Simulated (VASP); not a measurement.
# CoPdO2 (R-3m) in VASP: further runs, part 2 of 3

VASP 6.6.1. Earlier steps stand in the parts before.

## (4) Relaxation of cell and atoms, PBEsol

Contents of INCAR:

```
SYSTEM = CoPdO2
ALGO = Normal ; EDIFF = 1E-6
EDIFFG = -0.05 ; ENCUT = 600
GGA = PS ; IBRION = 2
ISIF = 3 ; ISMEAR = 0
LASPH = .True. ; LCHARG = .False.
LREAL = .False. ; LWAVE = .False.
NELM = 100 ; NSW = 100
PREC = Accurate ; SIGMA = 0.1
```

Contents of KPOINTS:

```
k-points
0
Gamma
  9 9 9
  0 0 0
```

Contents of POSCAR:

```
CoPdO2
1.0
    1.4224995077      0.8212804737      5.9600000000
   -1.4224995077      0.8212804737      5.9600000000
    0.0000000000     -1.6425609474      5.9600000000
Co Pd O
1 1 2
Direct
    0.5000000000      0.5000000000      0.5000000000
    0.0000000000      0.0000000000      0.0000000000
    0.1121500000      0.1121500000      0.1121500000
    0.8878500000      0.8878500000      0.8878500000
```

Potentials or basis: VASP PAW PBE potentials, release 64 (Co, Pd, O).

Run with:

```
$ cat potpaw_PBE.64/Co/POTCAR potpaw_PBE.64/Pd/POTCAR potpaw_PBE.64/O/POTCAR > POTCAR
$ mpirun -np 1 vasp_std > vasp.out
```

OUTCAR:

```text
SYSTEM = CoPdO2
   EDIFF = 1E-6
   EDIFFG = -0.05
   ENCUT = 600
   GGA = PS
   IBRION = 2
   ISIF = 3
   ISMEAR = 0
   LASPH = .True.
   LREAL = .False.
   NELM = 100
   NSW = 100
   PREC = Accurate

 ion  position               nearest neighbor table
   1  0.500  0.500  0.500-   3 1.91   3 1.91   4 1.91   4 1.91   3 1.91   4 1.91
   2  0.000  0.000  0.000-   3 2.01   4 2.01
   3  0.112  0.112  0.112-   1 1.91   1 1.91   1 1.91   2 2.01
   4  0.888  0.888  0.888-   1 1.91   1 1.91   1 1.91   2 2.01

  LATTYP: Found a trigonal (rhomboedric) cell.
 ALAT       =     6.1822007785
 COS(alpha) =     0.8941116858

  Lattice vectors:

 A1 = (   1.4224995077,   0.8212804737,   5.9600000000)
 A2 = (  -1.4224995077,   0.8212804737,   5.9600000000)
 A3 = (   0.0000000000,  -1.6425609474,   5.9600000000)

Analysis of symmetry for initial positions (statically):
=====================================================================
 Subroutine PRICEL returns:
 Original cell was already a primitive cell.

 Routine SETGRP: Setting up the symmetry group for a
 trigonal (rhombohedral) supercell.

 Subroutine GETGRP returns: Found 12 space group operations
 (whereof 12 operations were pure point group operations)
 out of a pool of 12 trial point group operations.

The static configuration has the point symmetry D_3d.

Analysis of symmetry for dynamics (positions and initial velocities):
=====================================================================
 Subroutine PRICEL returns:
 Original cell was already a primitive cell.

 Routine SETGRP: Setting up the symmetry group for a
 trigonal (rhombohedral) supercell.

 Subroutine GETGRP returns: Found 12 space group operations
 (whereof 12 operations were pure point group operations)
 out of a pool of 12 trial point group operations.

The dynamic configuration has the point symmetry D_3d.

 Subroutine INISYM returns: Found 12 space group operations
 (whereof 12 operations are pure point group operations),
 and found     1 'primitive' translations

----------------------------------------------------------------------------------------

                                     Primitive cell

  volume of cell :      41.7774

  direct lattice vectors                    reciprocal lattice vectors
     1.422499508  0.821280474  5.960000000     0.351493971  0.202935138  0.055928412
    -1.422499508  0.821280474  5.960000000    -0.351493971  0.202935138  0.055928412
     0.000000000 -1.642560947  5.960000000     0.000000000 -0.405870277  0.055928412

  length of vectors
     6.182200779  6.182200779  6.182200779     0.409705588  0.409705588  0.409705588

  position of ions in fractional coordinates (direct lattice)
     0.500000000  0.500000000  0.500000000
     0.000000000  0.000000000  0.000000000
     0.112150000  0.112150000  0.112150000
     0.887850000  0.887850000  0.887850000

  ion indices of the primitive-cell ions
   primitive index   ion index
                 1           1
                 2           2
                 3           3
                 4           4

----------------------------------------------------------------------------------------

 KPOINTS: k-points

[... 26 lines left out ...]
  0.222222 -0.000000 -0.000000      6.000000
  0.333333 -0.000000  0.000000      6.000000
  0.444444 -0.000000 -0.000000      6.000000
  0.111111  0.111111 -0.000000      6.000000
[... 16 lines left out ...]
 -0.333333  0.333333  0.000000      6.000000
  0.444444  0.444444 -0.000000      6.000000
 [... further k-points ...]
   k-points           NKPTS =     85   k-points in BZ     NKDIM =     85   number of bands    NBANDS=     19
   number of dos      NEDOS =    301   number of ions     NIONS =      4
   total plane-waves  NPLWV = 125000
   dimension x,y,z NGX =    50 NGY =   50 NGZ =   50
   dimension x,y,z NGXF=   100 NGYF=  100 NGZF=  100
   ions per type =               1   1   2
   NGX,Y,Z   is equivalent  to a cutoff of  13.45, 13.45, 13.45 a.u.
   NGXF,Y,Z  is equivalent  to a cutoff of  26.89, 26.89, 26.89 a.u.
 SYSTEM =  CoPdO2
   PREC   = accura    normal or accurate (medium, high low for compatibility)
   ISTART =      0    job   : 0-new  1-cont  2-samecut
   ICHARG =      2    charge: 1-file 2-atom 10-const
   ISPIN  =      1    spin polarized calculation?
   LNONCOLLINEAR =      F non collinear calculations
   LSORBIT =      F    spin-orbit coupling
   LASPH  =      T    aspherical Exc in radial PAW
   ENCUT  =  600.0 eV  44.10 Ry    6.64 a.u.  12.35 12.35 12.35*2*pi/ulx,y,z
   NELM   =    100;   NELMIN=  2; NELMDL= -5     # of ELM steps
   EDIFF  = 0.1E-05   stopping-criterion for ELM
   LREAL  =      F    real-space projection
   EDIFFG = -.5E-01   stopping-criterion for IOM
   NSW    =    100    number of steps for IOM
   IBRION =      2    ionic relax: 0-MD 1-quasi-New 2-CG
   NFREE  =      1    steps in history (QN), initial steepest desc. (CG)
   ISIF   =      3    stress and relaxation
   ISYM   =      2    0-nonsym 1-usesym 2-fastsym
   POTIM  = 0.5000    time-step for ionic-motion
   TEBEG  =    0.0;   TEEND  =   0.0 temperature during run
   PSTRESS=    0.0 pullay stress
   NELECT =      31.0000    total number of electrons
   NUPDOWN=      -1.0000    fix difference up-down
   EMIN   =  10.00;   EMAX   =-10.00  energy-range for DOS
   EFERMI =   0.00;   METHOD = LEGACY
   ISMEAR =     0;   SIGMA  =   0.10  broadening in eV -4-tet -1-fermi 0-gaus
   EFERMI_NEDOS =   21; number of points for ismear=-14 and -15
   IALGO  =     38    algorithm
   IMIX   =      4    mixing-type and parameters
     AMIX     =   0.40;   BMIX     =  1.00
     AMIX_MAG =   1.60;   BMIX_MAG =  1.00
  volume/ion in A,a.u.               =      10.44        70.48
  Fermi-wavevector in a.u.,A,eV,Ry     =   1.482114  2.800790 29.887410  2.196663
  Thomas-Fermi vector in A             =   2.595941
   LORBIT       =      0    0 simple, 1 ext, 2 COOP (PROOUT), +10 PAW based schemes
   GGA     = PS    functional components
   LHFCALC =     F    Hartree Fock is set to
   AEXX    =    0.0000 exact exchange contribution
   IVDW    =     0    specifies the selected vdW correction
   LEPSILON=     F    determine dielectric tensor
   LRPA    =     F    only Hartree local field effects (RPA)
 conjugate gradient relaxation of ions
 non-spin polarized calculation
 Gauss-broadening in eV      SIGMA  =   0.10
  energy-cutoff  :      600.00
  volume of cell :       41.78
 maximum number of plane-waves:      1407
 NGX is ok and might be reduce to    50
   NGX = 25   NGY = 25   NGZ = 25

--------------------------------------- Ionic step        1  -------------------------------------------

 number of electron      30.9999998 magnetization

 Free energy of the ion-electron system (eV)
  ---------------------------------------------------
  ext. energy  EPLUGINS =         0.00000000
  ---------------------------------------------------
  free energy    TOTEN  =       -27.74078370 eV

  energy without entropy =      -27.73525374  energy(sigma->0) =      -27.73801872

------------------------ aborting loop because EDIFF is reached ----------------------------------------

  FORCE on cell =-STRESS in cart. coord.  units (eV):
  Direction    XX          YY          ZZ          XY          YZ          ZX
  --------------------------------------------------------------------------------------
  -------------------------------------------------------------------------------------
  Total       -2.0057315     -2.0057315     -2.6950224     -0.0000000      0.0000000      0.0000000
  in kB      -76.9205277    -76.9205277   -103.3550791     -0.0000000      0.0000000      0.0000000
  external PRESSURE =     -85.7320448 kB  Pullay stress =       0.0000000 kB
[... 63 lines left out ...]
--------------------------------------- Ionic step        3  -------------------------------------------

 number of electron      30.9999997 magnetization

 Free energy of the ion-electron system (eV)
  ---------------------------------------------------
  ext. energy  EPLUGINS =         0.00000000
  ---------------------------------------------------
  free energy    TOTEN  =       -27.78468896 eV

  energy without entropy =      -27.77886626  energy(sigma->0) =      -27.78177761

 E-fermi :   8.2337     XC(G=0): -12.8689

 val. band max:        8.2205818669   @ k =   0.4444   0.3333   0.0000
 cond. band min:       8.2390096853   @ k =  -0.2222  -0.3333   0.1111
 fundamental gap:      0.0184278184
 Fermi energy:         8.2337040040

 k-point     1 :       0.0000    0.0000    0.0000
  band No.  band energies     occupation
      1     -13.1219      2.00000
      2     -11.1069      2.00000
      3      -0.8315      2.00000
      4       1.7433      2.00000
      5       1.7433      2.00000
      6       2.7135      2.00000
[... 505 lines left out ...]
      6       2.1885      2.00000
[... 11 lines left out ...]
     18      10.0854      0.00000
     19      11.8460      0.00000

 [... further k-points ...]
[... 5 lines left out ...]
  --------------------------------------------------------------------------------------
  -------------------------------------------------------------------------------------
  Total       -0.0948783     -0.0948783      0.0497933     -0.0000000      0.0000000     -0.0000000
  in kB       -3.7729927     -3.7729927      1.9801119     -0.0000000      0.0000000     -0.0000000
  external PRESSURE =      -1.8552911 kB  Pullay stress =       0.0000000 kB
[... 19 lines left out ...]
  FREE ENERGIE OF THE ION-ELECTRON SYSTEM (eV)
  ---------------------------------------------------
  free  energy   TOTEN  =       -27.7846889564 eV

  energy  without entropy=      -27.7788662633  energy(sigma->0) =      -27.78177761

 reached required accuracy - stopping structural energy minimisation
```

OSZICAR:

```text
N       E                     dE             d eps       ncg     rms          rms(c)
DAV:   1     0.282515581643E+03    0.28252E+03   -0.16947E+04  3230   0.200E+03
[... 36 lines left out ...]
DAV:   4    -0.277919291564E+02    0.16795E+00   -0.33276E-01  4113   0.175E+01    0.119E+00
DAV:   5    -0.277864623647E+02    0.54668E-02   -0.20976E-02  4040   0.184E+00    0.646E-01
DAV:   6    -0.277847687891E+02    0.16936E-02   -0.66462E-03  4700   0.104E+00    0.821E-02
DAV:   7    -0.277846834986E+02    0.85290E-04   -0.52023E-04  3412   0.218E-01    0.286E-02
DAV:   8    -0.277846916006E+02   -0.81020E-05   -0.76806E-05  3392   0.844E-02    0.184E-02
DAV:   9    -0.277846898947E+02    0.17059E-05   -0.10295E-05  3392   0.312E-02    0.838E-03
DAV:  10    -0.277846889564E+02    0.93831E-06   -0.16270E-06  1654   0.239E-02
   3 F= -.27784689E+02 E0= -.27781778E+02  d E =-.439053E-01
```

CONTCAR:

```text
CoPdO2
   1.00000000000000
     1.4071663334192939    0.8124278614012670    5.8736791365684047
    -1.4071663334192939    0.8124278614012670    5.8736791365684047
     0.0000000000000000   -1.6248557228025340    5.8736791365684047
  Co              Pd              O
     1     1     2
Direct
     0.5000000000000000    0.5000000000000000    0.5000000000000000
     0.0000000000000000    0.0000000000000000    0.0000000000000000
     0.1124389956988368    0.1124389956988368    0.1124389956988368
     0.8875610043011631    0.8875610043011631    0.8875610043011631

  0.00000000E+00  0.00000000E+00  0.00000000E+00
  0.00000000E+00  0.00000000E+00  0.00000000E+00
  0.00000000E+00  0.00000000E+00  0.00000000E+00
  0.00000000E+00  0.00000000E+00  0.00000000E+00
```

It took 9.5 min on 1 thread of Intel Xeon 6975P-C (Granite Rapids), shared host; peak memory 0.42 GiB.

Results:

```
Free energy                            : -27.7847 eV
Relaxed volume                         : 10.07 Å³/atom
Relaxed cell                           : a = 6.094 Å, b = 6.094 Å, c = 6.094 Å, α = 26.70°, β = 26.70°, γ = 26.70°
Space group after relaxing (to 0.05 Å) : R-3m (No. 166)
Energy gained by relaxing              : 11.0 meV/atom
Ionic steps                            : 3
Pressure after relaxing                : -0.2 GPa
Largest force after relaxing           : 0.026 eV/Å
```

Forces on the atoms (eV/Å):
```
Co   0.000  0.000  0.000
Pd   0.000  0.000  0.000
O    0.000  0.000  0.026
O    0.000  0.000 -0.026
```

The path:
```
step  energy change (eV)  largest force (eV/Å)  pressure (GPa)  volume (Å³)
   1              0.0000                0.2509           -8.57        41.78
   2              0.0289                0.3096           12.93        38.49
   3             -0.0439                0.0257           -0.19        40.29
```

Final structure:
```yaml
crystal:
  lattice:
    - [1.40717, 0.81243, 5.87368]
    - [-1.40717, 0.81243, 5.87368]
    - [0.00000, -1.62486, 5.87368]
  atoms:
    - { symbol: Co, position: [0.50000, 0.50000, 0.50000] }
    - { symbol: Pd, position: [0.00000, 0.00000, 0.00000] }
    - { symbol: O, position: [0.11244, 0.11244, 0.11244] }
    - { symbol: O, position: [0.88756, 0.88756, 0.88756] }
```

Levels at points of the mesh, in eV from the Fermi level:
| k point | band 14 | band 15 | band 16 | band 17 | band 18 | band 19 |
| --- | --- | --- | --- | --- | --- | --- |
| (0.00, 0.00, 0.00) | -1.66 | -1.66 | -1.14 | 1.99 | 1.99 | 2.87 |

Caveat: the PAW data sets were made with another functional, which shifts forces and pressure a little; an odd number of electrons without spin polarisation forces a metal; a magnetic or distorted state may lie lower; the run has no spin polarisation, though such a crystal can be magnetic; semilocal functionals often make such compounds metallic where correlation or magnetic order opens a gap, which also shifts bond lengths; the relaxation stopped at a loose force limit of 0.05 eV/Å, so its end isn't a converged minimum. With open d or f shells a metallic result of PBEsol can be an artefact of self-interaction; +U or a hybrid may open a gap.

## (5) Single point, PBEsol

This run uses another cell than the first one, of 10.08 Å³/atom, 0.965 times its volume.

Contents of INCAR:

```
SYSTEM = CoPdO2
PREC = Accurate
ENCUT = 520
EDIFF = 1E-6
ISMEAR = 0
SIGMA = 0.15
LREAL = .False.
LASPH = .True.
NELM = 80
ALGO = Normal
ISIF = 2
LWAVE = .False.
LCHARG = .True.
GGA = PS
LELF = .True.
LVHAR = .True.
NBANDS = 24
```

Contents of KPOINTS:

```
Automatic mesh
0
Gamma
  12 12 12
  0 0 0
```

Contents of POSCAR:

```
CoPdO2
1.0
    1.4074670527      0.8126014817      5.8741620459
   -1.4074670527      0.8126014817      5.8741620459
    0.0000000000     -1.6252029635      5.8741620459
Co Pd O
1 1 2
Direct
    0.5000000000      0.5000000000      0.5000000000
    0.0000000000      0.0000000000      0.0000000000
    0.1125747499      0.1125747499      0.1125747499
    0.8874252501      0.8874252501      0.8874252501
```

Run with:

```
$ cat potpaw_PBE.64/Co/POTCAR potpaw_PBE.64/Pd/POTCAR potpaw_PBE.64/O/POTCAR > POTCAR
$ mpirun -np 1 vasp_std > vasp.out
```

Run time: 11 min. Hardware: 1 thread of Intel Xeon Platinum 8488C (Sapphire Rapids), shared host; peak memory 0.45 GiB.

Results (log left out):

```
Free energy   : -27.7618 eV
Pressure      : 0.2 GPa
Largest force : 0.025 eV/Å
```

Forces on the atoms (eV/Å):
```
Co   0.000  0.000  0.000
Pd   0.000  0.000  0.000
O    0.000  0.000 -0.025
O    0.000  0.000  0.025
```

Stress tensor (GPa, compression positive):
```
0.06 0.00 0.00
0.00 0.06 0.00
0.00 0.00 0.41
```

Levels at points of the mesh, in eV from the Fermi level:
| k point | band 12 | band 13 | band 14 | band 15 | band 16 | band 17 | band 18 | band 19 | band 20 | band 21 |
| --- | --- | --- | --- | --- | --- | --- | --- | --- | --- | --- |
| (0.00, 0.00, 0.00) | -1.82 | -1.82 | -1.58 | -1.58 | -1.06 | 2.07 | 2.07 | 2.95 | 6.24 | 9.46 |
| (0.50, 0.00, 0.00) | -1.46 | -1.06 | -0.79 | -0.44 | 0.74 | 1.29 | 1.62 | 3.29 | 8.30 | 10.61 |
| (0.50, 0.50, 0.00) | -1.65 | -1.06 | -0.86 | -0.44 | 0.11 | 1.95 | 2.06 | 3.31 | 9.10 | 9.56 |
| (0.50, 0.50, 0.50) | -1.69 | -1.69 | -0.87 | -0.87 | -0.55 | 1.75 | 1.75 | 4.11 | 5.18 | 9.16 |

Caveat: the PAW data sets were made with another functional, which shifts forces and pressure a little; an odd number of electrons without spin polarisation forces a metal; a magnetic or distorted state may lie lower; the run has no spin polarisation, though such a crystal can be magnetic; semilocal functionals often make such compounds metallic where correlation or magnetic order opens a gap, which also shifts bond lengths.

[end of part 2 of 3]
